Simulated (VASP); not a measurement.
# BaTiO3 (R3m) in VASP: further runs

BaTiO3 is run at these levels: r2SCAN; tasks: single point.

All numbers are computed with VASP 6.6.1; they aren't measurements. Logs are shortened: lines on timing, memory, paths and dates and some standing lists are left out, and cuts for length are marked.

### Step 1. The cell of the first run

Symmetry: R3m, No. 160, trigonal system. The conventional cell has a = 5.345 Å, b = 5.345 Å, c = 7.898 Å, α = 90.00°, β = 90.00°, γ = 120.00°. Ba (site symmetry 3m) has 12 O at 2.68 to 3.15 Å and 6 Ti at 3.31 to 3.40 Å within 3.5 Å. Ti (site symmetry 3m) has 6 O at 1.86 to 2.21 Å within 2.5 Å. Within 2.5 Å of O (site symmetry m) lie 2 Ti at 1.86 to 2.21 Å.

### Step 2. Single point, r2SCAN

Contents of POSCAR:

```
BaTiO3
1.0
    2.6725928399      1.5430221956      2.6327547468
   -2.6725928399      1.5430221956      2.6327547468
    0.0000000000     -3.0860443911      2.6327547469
Ba Ti O
1 1 3
Direct
    0.0027851043      0.0027851043      0.0027851043
    0.5162478494      0.5162478494      0.5162478494
    0.4897536543      0.4897536543      0.9801597377
    0.4897536543      0.9801597377      0.4897536543
    0.9801597377      0.4897536543      0.4897536543
```

Contents of INCAR.step1:

```
SYSTEM = BaTiO3
ALGO = Normal
EDIFF = 1E-4
ENCUT = 520
GGA = PE
ISMEAR = 0
LASPH = .TRUE.
LCHARG = .FALSE.
LREAL = .FALSE.
LWAVE = .TRUE.
NBANDS = 28
NELM = 100
PREC = Accurate
SIGMA = 0.05
```

Contents of INCAR.step2:

```
SYSTEM = BaTiO3
ALGO = Normal
EDIFF = 1E-7
ENCUT = 520
ISIF = 2
ISMEAR = 0
ISTART = 1
LASPH = .TRUE.
LCHARG = .FALSE.
LMIXTAU = .TRUE.
LREAL = .FALSE.
LWAVE = .FALSE.
METAGGA = R2SCAN
NBANDS = 28
NELM = 100
PREC = Accurate
SIGMA = 0.05
```

Contents of KPOINTS:

```
k-points
0
G
  6 6 6
  0 0 0
```

Potentials or basis: VASP PAW PBE potentials, release 64 (Ba_sv, Ti_sv, O).

Run with:

```sh
> cat potpaw_PBE.64/Ba_sv/POTCAR potpaw_PBE.64/Ti_sv/POTCAR potpaw_PBE.64/O/POTCAR > POTCAR
> cp INCAR.step1 INCAR
> mpirun -np 1 vasp_std > vasp.out
> cp INCAR.step2 INCAR
> mpirun -np 1 vasp_std > vasp.out
```

OUTCAR:

```text
SYSTEM = BaTiO3
   EDIFF = 1E-7
   ENCUT = 520
   ISIF = 2
   ISMEAR = 0
   ISTART = 1
   LASPH = .TRUE.
   LREAL = .FALSE.
   METAGGA = R2SCAN
   NELM = 100
   PREC = Accurate

 ion  position               nearest neighbor table
   1  0.003  0.003  0.003-   3 2.68   3 2.68   5 2.68   4 2.68   4 2.68   5 2.68   3 2.96   4 2.96
                             5 2.96   3 3.15   4 3.15   5 3.15   2 3.31   2 3.31   2 3.31   2 3.40
   2  0.516  0.516  0.516-   4 1.86   5 1.86   3 1.86   4 2.21   5 2.21   3 2.21   1 3.31   1 3.31
                             1 3.31   1 3.40   1 3.40   1 3.40
   3  0.490  0.490  0.980-   2 1.86   2 2.21   1 2.68   1 2.68   1 2.96   1 3.15
   4  0.490  0.980  0.490-   2 1.86   2 2.21   1 2.68   1 2.68   1 2.96   1 3.15
   5  0.980  0.490  0.490-   2 1.86   2 2.21   1 2.68   1 2.68   1 2.96   1 3.15

  LATTYP: Found a trigonal (rhomboedric) cell.
 ALAT       =     4.0564846284
 COS(alpha) =     0.1318476852

  Lattice vectors:

 A1 = (   2.6725928399,   1.5430221956,   2.6327547468)
 A2 = (  -2.6725928399,   1.5430221956,   2.6327547468)
 A3 = (   0.0000000000,  -3.0860443911,   2.6327547469)

Analysis of symmetry for initial positions (statically):
=====================================================================
 Subroutine PRICEL returns:
 Original cell was already a primitive cell.

 Routine SETGRP: Setting up the symmetry group for a
 trigonal (rhombohedral) supercell.

 Subroutine GETGRP returns: Found  6 space group operations
 (whereof  6 operations were pure point group operations)
 out of a pool of 12 trial point group operations.

The static configuration has the point symmetry C_3v.

Analysis of symmetry for dynamics (positions and initial velocities):
=====================================================================
 Subroutine PRICEL returns:
 Original cell was already a primitive cell.

 Routine SETGRP: Setting up the symmetry group for a
 trigonal (rhombohedral) supercell.

 Subroutine GETGRP returns: Found  6 space group operations
 (whereof  6 operations were pure point group operations)
 out of a pool of 12 trial point group operations.

The dynamic configuration has the point symmetry C_3v.

 Subroutine INISYM returns: Found  6 space group operations
 (whereof  6 operations are pure point group operations),
 and found     1 'primitive' translations

----------------------------------------------------------------------------------------

                                     Primitive cell

  volume of cell :      65.1428
[... 92 lines left out ...]
   LASPH  =      T    aspherical Exc in radial PAW
   ENCUT  =  520.0 eV  38.22 Ry    6.18 a.u.   7.54  7.54  7.54*2*pi/ulx,y,z
   NELM   =    100;   NELMIN=  2; NELMDL=  0     # of ELM steps
   EDIFF  = 0.1E-06   stopping-criterion for ELM
   LREAL  =      F    real-space projection
   EDIFFG = 0.1E-05   stopping-criterion for IOM
   NSW    =      0    number of steps for IOM
   IBRION =     -1    ionic relax: 0-MD 1-quasi-New 2-CG
   NFREE  =      0    steps in history (QN), initial steepest desc. (CG)
   ISIF   =      2    stress and relaxation
   ISYM   =      2    0-nonsym 1-usesym 2-fastsym
   POTIM  = 0.5000    time-step for ionic-motion
   TEBEG  =    0.0;   TEEND  =   0.0 temperature during run
   PSTRESS=    0.0 pullay stress
   NELECT =      40.0000    total number of electrons
   NUPDOWN=      -1.0000    fix difference up-down
   EMIN   =  10.00;   EMAX   =-10.00  energy-range for DOS
   EFERMI =   0.00;   METHOD = LEGACY
   ISMEAR =     0;   SIGMA  =   0.05  broadening in eV -4-tet -1-fermi 0-gaus
   EFERMI_NEDOS =   21; number of points for ismear=-14 and -15
   IALGO  =     38    algorithm
   IMIX   =      4    mixing-type and parameters
     AMIX     =   0.40;   BMIX     =  1.00
     AMIX_MAG =   1.60;   BMIX_MAG =  1.00
  volume/ion in A,a.u.               =      13.03        87.92
  Fermi-wavevector in a.u.,A,eV,Ry     =   1.391466  2.629490 26.343298  1.936178
  Thomas-Fermi vector in A             =   2.515302
   LORBIT       =      0    0 simple, 1 ext, 2 COOP (PROOUT), +10 PAW based schemes
   METAGGA = R2SCAN    functional components
   LHFCALC =     F    Hartree Fock is set to
   AEXX    =    0.0000 exact exchange contribution
   IVDW    =     0    specifies the selected vdW correction
   LEPSILON=     F    determine dielectric tensor
   LRPA    =     F    only Hartree local field effects (RPA)
 non-spin polarized calculation
 Gauss-broadening in eV      SIGMA  =   0.05
  energy-cutoff  :      520.00
  volume of cell :       65.14
 maximum number of plane-waves:      1776
   NGX = 15   NGY = 15   NGZ = 15

 number of electron      40.0000001 magnetization

 Free energy of the ion-electron system (eV)
  ---------------------------------------------------
  ext. energy  EPLUGINS =         0.00000000
  ---------------------------------------------------
  free energy    TOTEN  =       -73.20032671 eV

  energy without entropy =      -73.20032671  energy(sigma->0) =      -73.20032671

 E-fermi :   3.8696     XC(G=0): -11.7839

 val. band max:        3.5927277106   @ k =   0.5000   0.5000   0.5000
 cond. band min:       5.9465952090   @ k =   0.0000   0.0000   0.0000
 fundamental gap:      2.3538674984
 Fermi energy:         3.8696313674

 k-point     1 :       0.0000    0.0000    0.0000
  band No.  band energies     occupation
      1     -55.1530      2.00000
      2     -30.4078      2.00000
      3     -30.4078      2.00000
      4     -30.2943      2.00000
      5     -22.1300      2.00000
      6     -14.3615      2.00000
[... 733 lines left out ...]
     27      12.1254      0.00000
     28      12.5242      0.00000

 [... further k-points ...]
[... 5 lines left out ...]
  --------------------------------------------------------------------------------------
  -------------------------------------------------------------------------------------
  Total        8.1856304      8.1856304     -9.0553571      0.0000000     -0.0000000      0.0000000
  in kB      201.3242466    201.3242466   -222.7150349      0.0000000     -0.0000000      0.0000000
  external PRESSURE =      59.9778195 kB  Pullay stress =       0.0000000 kB

 VOLUME and BASIS-vectors are now :
 -----------------------------------------------------------------------------
  energy-cutoff  :      520.00
  volume of cell :       65.14
      direct lattice vectors                 reciprocal lattice vectors
     2.672592840  1.543022196  2.632754747     0.187084240  0.108013136  0.126610097
    -2.672592840  1.543022196  2.632754747    -0.187084240  0.108013136  0.126610097
     0.000000000 -3.086044391  2.632754747     0.000000000 -0.216026273  0.126610097

 POSITION                                       TOTAL-FORCE (eV/Angst)
 -----------------------------------------------------------------------------------
      0.00000      0.00000      0.02200         0.000000      0.000000      0.319260
      0.00000      0.00000      4.07746         0.000000      0.000000      0.791021
      0.00000     -1.51341      5.15932         0.000000     -0.369064     -0.370094
     -1.31066      0.75671      5.15932        -0.319619      0.184532     -0.370094
      1.31066      0.75671      5.15932         0.319619      0.184532     -0.370094
 -----------------------------------------------------------------------------------
    total drift:                               -0.000000     -0.000000      0.009059

  FREE ENERGIE OF THE ION-ELECTRON SYSTEM (eV)
  ---------------------------------------------------
  free  energy   TOTEN  =       -73.2003267069 eV

  energy  without entropy=      -73.2003267069  energy(sigma->0) =      -73.20032671
```

Run time: 3.1 min. Hardware: 1 thread of Intel Xeon Platinum 8488C (Sapphire Rapids), shared host; peak memory 0.21 GiB.

Results:

```
Free energy            : -73.2003 eV
Pressure               : 6.0 GPa
Largest force          : 0.791 eV/Å
Band gap on the k mesh : 2.35 eV, indirect (least direct gap 2.56 eV)
```

Forces on the atoms (eV/Å):
```
Ba   0.000  0.000  0.319
Ti   0.000  0.000  0.791
O    0.000 -0.369 -0.370
O   -0.320  0.185 -0.370
O    0.320  0.185 -0.370
```

Levels at points of the mesh, in eV from the valence-band top:
| k point | band 18 | band 19 | band 20 | band 21 | band 22 | band 23 |
| --- | --- | --- | --- | --- | --- | --- |
| (0.00, 0.00, 0.00) | -0.86 | -0.21 | -0.21 | 2.35 | 2.35 | 2.94 |
| (0.50, 0.00, 0.00) | -1.64 | -1.54 | -0.63 | 2.68 | 3.85 | 3.98 |
| (0.50, 0.50, 0.00) | -1.26 | -0.81 | -0.16 | 3.77 | 3.93 | 4.26 |
| (0.50, 0.50, 0.50) | -0.31 | 0.00 | 0.00 | 4.41 | 4.41 | 4.51 |

Caveat: the PAW data sets were made with another functional, which shifts forces and pressure a little; spin-orbit coupling is left out, which moves the levels of the heavy elements. A k mesh can miss the band edges.

### Step 3. Single point, r2SCAN

POSCAR: that of step 2 with these lines changed.

```diff
@@ -2,5 +2,5 @@
 1.0
-    2.6725928399      1.5430221956      2.6327547468
-   -2.6725928399      1.5430221956      2.6327547468
-    0.0000000000     -3.0860443911      2.6327547469
+    2.6022285168      1.5023973347      2.7770592259
+   -2.6022285168      1.5023973347      2.7770592259
+    0.0000000000     -3.0047946693      2.7770592259
 Ba Ti O
```

Contents of INCAR.step1:

```
PREC     = Accurate       # precision mode
ENCUT    = 520            # plane-wave cutoff, eV
ISMEAR   = 0              # smearing method
SIGMA    = 0.05           # smearing width, eV
LREAL    = False          # projectors in reciprocal space
LASPH    = True           # aspherical terms in the spheres
NELM     = 100            # most SCF steps
NBANDS   = 28             # bands
GGA      = PE             # functional
ALGO     = Normal         # electronic algorithm
EDIFF    = 1E-4           # SCF threshold, eV
LWAVE    = True           # write WAVECAR
LCHARG   = False          # write CHGCAR
```

Contents of INCAR.step2:

```
PREC     = Accurate       # precision mode
ENCUT    = 520            # plane-wave cutoff, eV
EDIFF    = 1E-6           # SCF threshold, eV
ISMEAR   = 0              # smearing method
SIGMA    = 0.05           # smearing width, eV
LREAL    = False          # projectors in reciprocal space
LASPH    = True           # aspherical terms in the spheres
NELM     = 100            # most SCF steps
ALGO     = Normal         # electronic algorithm
ISIF     = 2              # what is computed and relaxed
LWAVE    = False          # write WAVECAR
LCHARG   = False          # write CHGCAR
METAGGA  = R2SCAN         # meta-GGA
LMIXTAU  = True         
NBANDS   = 28             # bands
ISTART   = 1
```

Contents of KPOINTS:

```
regular mesh
0
Gamma
  6 6 6
```

Potentials or basis: VASP PAW PBE potentials, release 64 (Ba_sv, Ti_sv, O).

Run with:

```sh
> cat potpaw_PBE.64/Ba_sv/POTCAR potpaw_PBE.64/Ti_sv/POTCAR potpaw_PBE.64/O/POTCAR > POTCAR
> cp INCAR.step1 INCAR
> mpirun -np 1 vasp_std > vasp.out
> cp INCAR.step2 INCAR
> mpirun -np 1 vasp_std > vasp.out
```

OUTCAR:

```text
PREC = Accurate
   ENCUT = 520
   EDIFF = 1E-6
   ISMEAR = 0
   LREAL = False
   LASPH = True
   NELM = 100
   ISIF = 2
   METAGGA = R2SCAN
   ISTART = 1

 ion  position               nearest neighbor table
   1  0.003  0.003  0.003-   4 2.61   5 2.61   3 2.61   3 2.61   5 2.61   4 2.61   4 3.05   5 3.05
                             3 3.05   5 3.26   4 3.26   3 3.26   2 3.26   2 3.26   2 3.26   2 3.36
   2  0.516  0.516  0.516-   3 1.86   4 1.86   5 1.86   3 2.24   4 2.24   5 2.24   1 3.26   1 3.26
                             1 3.26   1 3.36   1 3.36   1 3.36
   3  0.490  0.490  0.980-   2 1.86   2 2.24   1 2.61   1 2.61   1 3.05   1 3.26
   4  0.490  0.980  0.490-   2 1.86   2 2.24   1 2.61   1 2.61   1 3.05   1 3.26
   5  0.980  0.490  0.490-   2 1.86   2 2.24   1 2.61   1 2.61   1 3.05   1 3.26

  LATTYP: Found a trigonal (rhomboedric) cell.
 ALAT       =     4.0915582544
 COS(alpha) =     0.1910095749

  Lattice vectors:

 A1 = (   2.6022285168,   1.5023973347,   2.7770592259)
 A2 = (  -2.6022285168,   1.5023973347,   2.7770592259)
 A3 = (   0.0000000000,  -3.0047946693,   2.7770592259)

Analysis of symmetry for initial positions (statically):
=====================================================================
 Subroutine PRICEL returns:
 Original cell was already a primitive cell.

 Routine SETGRP: Setting up the symmetry group for a
 trigonal (rhombohedral) supercell.

 Subroutine GETGRP returns: Found  6 space group operations
 (whereof  6 operations were pure point group operations)
 out of a pool of 12 trial point group operations.

The static configuration has the point symmetry C_3v.

Analysis of symmetry for dynamics (positions and initial velocities):
=====================================================================
 Subroutine PRICEL returns:
 Original cell was already a primitive cell.

 Routine SETGRP: Setting up the symmetry group for a
 trigonal (rhombohedral) supercell.
[... 124 lines left out ...]
   EMIN   =  10.00;   EMAX   =-10.00  energy-range for DOS
   EFERMI =   0.00;   METHOD = LEGACY
   ISMEAR =     0;   SIGMA  =   0.05  broadening in eV -4-tet -1-fermi 0-gaus
   EFERMI_NEDOS =   21; number of points for ismear=-14 and -15
   IALGO  =     38    algorithm
   IMIX   =      4    mixing-type and parameters
     AMIX     =   0.40;   BMIX     =  1.00
     AMIX_MAG =   1.60;   BMIX_MAG =  1.00
  volume/ion in A,a.u.               =      13.03        87.92
  Fermi-wavevector in a.u.,A,eV,Ry     =   1.391466  2.629490 26.343298  1.936178
  Thomas-Fermi vector in A             =   2.515302
   LORBIT       =      0    0 simple, 1 ext, 2 COOP (PROOUT), +10 PAW based schemes
   METAGGA = R2SCAN    functional components
   LHFCALC =     F    Hartree Fock is set to
   AEXX    =    0.0000 exact exchange contribution
   IVDW    =     0    specifies the selected vdW correction
   LEPSILON=     F    determine dielectric tensor
   LRPA    =     F    only Hartree local field effects (RPA)
 non-spin polarized calculation
 Gauss-broadening in eV      SIGMA  =   0.05
  energy-cutoff  :      520.00
  volume of cell :       65.14
 maximum number of plane-waves:      1780
   NGX = 15   NGY = 15   NGZ = 15

 number of electron      39.9999998 magnetization

 Free energy of the ion-electron system (eV)
  ---------------------------------------------------
  ext. energy  EPLUGINS =         0.00000000
  ---------------------------------------------------
  free energy    TOTEN  =       -72.08933841 eV

  energy without entropy =      -72.08933841  energy(sigma->0) =      -72.08933841

 E-fermi :   4.2152     XC(G=0): -11.7652

 val. band max:        3.8725713183   @ k =   0.5000   0.5000   0.5000
 cond. band min:       5.7964303514   @ k =   0.0000   0.0000   0.0000
 fundamental gap:      1.9238590332
 Fermi energy:         4.2152072186

 k-point     1 :       0.0000    0.0000    0.0000
  band No.  band energies     occupation
      1     -55.1805      2.00000
      2     -30.4498      2.00000
      3     -30.4498      2.00000
      4     -30.3048      2.00000
      5     -22.0807      2.00000
      6     -14.3221      2.00000
[... 733 lines left out ...]
     27      12.0435      0.00000
     28      12.6006      0.00000

 [... further k-points ...]
[... 5 lines left out ...]
  --------------------------------------------------------------------------------------
  -------------------------------------------------------------------------------------
  Total       11.9230424     11.9230424    -12.4595923      0.0000000     -0.0000000      0.0000000
  in kB      293.2452870    293.2452869   -306.4416460      0.0000000     -0.0000000      0.0000000
  external PRESSURE =      93.3496426 kB  Pullay stress =       0.0000000 kB

 VOLUME and BASIS-vectors are now :
 -----------------------------------------------------------------------------
  energy-cutoff  :      520.00
  volume of cell :       65.14
      direct lattice vectors                 reciprocal lattice vectors
     2.602228517  1.502397335  2.777059226     0.192143002  0.110933814  0.120031049
    -2.602228517  1.502397335  2.777059226    -0.192143002  0.110933814  0.120031049
     0.000000000 -3.004794669  2.777059226     0.000000000 -0.221867628  0.120031049

 POSITION                                       TOTAL-FORCE (eV/Angst)
 -----------------------------------------------------------------------------------
      0.00000      0.00000      0.02320        -0.000000      0.000000      0.629583
      0.00000      0.00000      4.30095        -0.000000      0.000000      1.568318
      0.00000     -1.47357      5.44211        -0.000000     -0.405792     -0.732634
     -1.27615      0.73678      5.44211        -0.351426      0.202896     -0.732634
      1.27615      0.73678      5.44211         0.351426      0.202896     -0.732634
 -----------------------------------------------------------------------------------
    total drift:                               -0.000000      0.000001      0.001661

  FREE ENERGIE OF THE ION-ELECTRON SYSTEM (eV)
  ---------------------------------------------------
  free  energy   TOTEN  =       -72.0893384098 eV

  energy  without entropy=      -72.0893384098  energy(sigma->0) =      -72.08933841
```

OUTCAR.step1:

```text
PREC = Accurate
   ENCUT = 520
   ISMEAR = 0
   LREAL = False
   LASPH = True
[... 978 lines left out ...]
      0.00000      0.00000      4.30095         0.000000      0.000000      1.465696
      0.00000     -1.47357      5.44211         0.000000     -0.455790     -0.695504
     -1.27615      0.73678      5.44211        -0.394725      0.227895     -0.695504
      1.27615      0.73678      5.44211         0.394725      0.227895     -0.695504
 -----------------------------------------------------------------------------------
    total drift:                               -0.000000      0.000001      0.007455

  FREE ENERGIE OF THE ION-ELECTRON SYSTEM (eV)
  ---------------------------------------------------
  free  energy   TOTEN  =       -37.9920486157 eV

  energy  without entropy=      -37.9920486157  energy(sigma->0) =      -37.99204862
```

Wall time 3.1 min (1 thread of Intel Xeon Platinum 8488C (Sapphire Rapids), shared host); peak memory 0.21 GiB.

Results:

| Property | Result |
| --- | --- |
| Free energy | -72.0893 eV |
| Pressure | 9.3 GPa |
| Largest force | 1.568 eV/Å |
| Band gap on the k mesh | 1.92 eV, indirect (least direct gap 2.08 eV) |

Forces on the atoms (eV/Å):
```
Ba   0.000  0.000  0.630
Ti   0.000  0.000  1.568
O    0.000 -0.406 -0.733
O   -0.351  0.203 -0.733
O    0.351  0.203 -0.733
```

Stress tensor (GPa, compression positive):
```
 29.32   0.00   0.00
  0.00  29.32   0.00
  0.00   0.00 -30.64
```

Levels at points of the mesh, in eV from the valence-band top:
```csv
k point,band 16,band 17,band 18,band 19,band 20,band 21,band 22,band 23,band 24,band 25
"(0.00, 0.00, 0.00)",-1.79,-1.79,-0.92,-0.16,-0.16,1.92,1.92,2.54,4.20,4.20
"(0.50, 0.00, 0.00)",-2.52,-2.03,-1.99,-1.53,-0.60,2.32,3.39,3.63,4.14,5.45
"(0.50, 0.50, 0.00)",-3.01,-2.05,-1.49,-0.87,-0.22,3.28,3.46,3.87,4.58,7.25
"(0.50, 0.50, 0.50)",-2.15,-2.15,-0.52,0.00,0.00,3.94,3.94,4.13,6.10,6.10
```

Caveat: the PAW data sets were made with another functional, which shifts forces and pressure a little; spin-orbit coupling is left out, which moves the levels of the heavy elements. A k mesh can miss the band edges.
